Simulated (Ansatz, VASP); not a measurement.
## Ti2CdSb3 in VASP and in Ansatz

The input INCAR:

```
  ALGO = Normal
  EDIFF = 1E-6
  ENCUT = 520
  GGA = PE
  ISIF = 2
  ISMEAR = -1
  LASPH = True
  LCHARG = False
  LREAL = False
  LWAVE = False
  NBANDS = 34
  NELM = 60
  PREC = Accurate
  SIGMA = 0.1
```

File KPOINTS:

```
k-points
0
Gamma
  8 8 4
```

File POSCAR:

```
Ti2CdSb3
1.0
    4.0630300000      0.0000000000      0.0000000000
    0.0000000000      4.0630300000      0.0000000000
    0.0000000000      0.0000000000      8.9512370000
Sb Ti Cd
3 2 1
Direct
    0.0000000000      0.5000000000      0.3835000000
    0.5000000000      0.0000000000      0.6165000000
    0.5000000000      0.5000000000      0.0000000000
    0.0000000000      0.5000000000      0.7315000000
    0.5000000000      0.0000000000      0.2685000000
    0.0000000000      0.0000000000      0.0000000000
```

Input for Ansatz:

```yaml
crystal:
  lattice:
    - [4.06303, 0.0, 0.0]
    - [0.0, 4.06303, 0.0]
    - [0.0, 0.0, 8.951237]
  atoms:
    - { symbol: Sb, position: [0.0, 0.5, 0.3835] }
    - { symbol: Sb, position: [0.5, 0.0, 0.6165] }
    - { symbol: Ti, position: [0.0, 0.5, 0.7315] }
    - { symbol: Ti, position: [0.5, 0.0, 0.2685] }
    - { symbol: Sb, position: [0.5, 0.5, 0.0] }
    - { symbol: Cd, position: [0.0, 0.0, 0.0] }
  symmetry: { tolerance: 0.0003 }
kpoints:
  mp_grid: { grid: [8, 8, 4], shift: [0, 0, 0] }
  band_path:
    path:
      - [0.0, 0.0, 0.0]
      - [0.0, 0.5, 0.0]
      - [0.5, 0.5, 0.0]
      - [0.0, 0.0, 0.0]
      - [0.0, 0.0, 0.5]
      - [0.0, 0.5, 0.5]
      - [0.5, 0.5, 0.5]
      - [0.0, 0.0, 0.5]
      - [0.0, 0.5, 0.0]
      - [0.0, 0.5, 0.5]
      - [0.5, 0.5, 0.0]
    npoints: 6
magnetization:
  spin_polarized: false
scf:
  occupations: { method: fermi_dirac }
  lower_state_search: "off"
  max_iter: 200
hamiltonian:
  pseudopotentials: { kind: paw }
  xc: pbe
basis:
  ecutwfc: 420
  fft_grid_basis: typed
output:
  forces: true
  stress: true
  eigenvalues: true
  bader: true
  populations: true
  elf: true
  write_potential: true
  volumetric_format: npy
  dos:
    e_range: [-12, 8]
    de: 0.05
    projected: { site_lists: { Cd: [Cd], Sb: [Sb], Ti: [Ti] } }
checkpoint:
  read: saved_state
```

Alike in both runs: task single point; functional PBE; k mesh 8 × 8 × 4; no spin polarisation.

|  | VASP | Ansatz |
| --- | --- | --- |
| version | VASP 6.6.1 | Ansatz 0.2.0 |
| potentials or method | VASP PAW PBE potentials, release 64 (Sb, Ti_sv, Cd), cutoff 520 eV | PAW plane waves |
| occupations | fermi-dirac, width 0.1 eV | fermi-dirac |
| valence electrons in the cell | 51 | 89 |

|  | VASP | Ansatz | Ansatz less VASP |
| --- | --- | --- | --- |
| pressure (GPa) | -7.2 | -7.3 | -0.08 |
| rms of the force components (eV/Å) | 0.116 | 0.117 | +0.0002 |

VASP's potentials hold 51 valence electrons a cell and Ansatz's 89, so a difference there can come from the potentials and not from the codes.

Spin-orbit coupling is off throughout.
